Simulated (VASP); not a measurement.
Input of a VASP 6.6.1 run:

Contents of INCAR:

```
PREC = Accurate
ENCUT = 600
EDIFF = 1E-7
ISMEAR = 0
SIGMA = 0.1
LREAL = F
LASPH = T
NELM = 60
ALGO = Normal
ISIF = 3
LWAVE = F
LCHARG = F
GGA = PE
IBRION = 2
NSW = 90
EDIFFG = -0.04
```

KPOINTS

```
Automatic mesh
0
Gamma
  6 6 6
```

File POSCAR:

```
MgCd2Se3
1.0
   -2.0665107800      2.0665107800      8.7674627100
    2.0665107800     -2.0665107800      8.7674627100
    2.0665107800      2.0665107800     -8.7674627100
Mg Cd Se
1 2 3
Direct
    0.5000000000      0.5000000000      0.0000000000
    0.8333333300      0.8333333300      0.0000000000
    0.1666666700      0.1666666700      0.0000000000
    0.0000000000      0.0000000000      0.0000000000
    0.6666666700      0.6666666700      0.0000000000
    0.3333333300      0.3333333300      0.0000000000
```

Potentials or basis: VASP PAW PBE potentials, release 64 (Mg, Cd, Se).

Launch:

```sh
$ cat potpaw_PBE.64/Mg/POTCAR potpaw_PBE.64/Cd/POTCAR potpaw_PBE.64/Se/POTCAR > POTCAR
$ mpirun -np 1 vasp_std > vasp.out
```

(1) What does it give for the space group after relaxing (to 0.1 Å)?

(2) Estimate the band gap on the k mesh.

(3) Predict the relaxed cell.

## Answers

(1) I4/mmm (No. 139).

(2) zero (bands 22 and 23 overlap by 0.06 eV).

(3) a = 8.985 Å, b = 8.985 Å, c = 8.985 Å, α = 154.20°, β = 154.20°, γ = 36.80°.

Caveat: semilocal functionals underestimate gaps, so a narrow gap can read as zero.
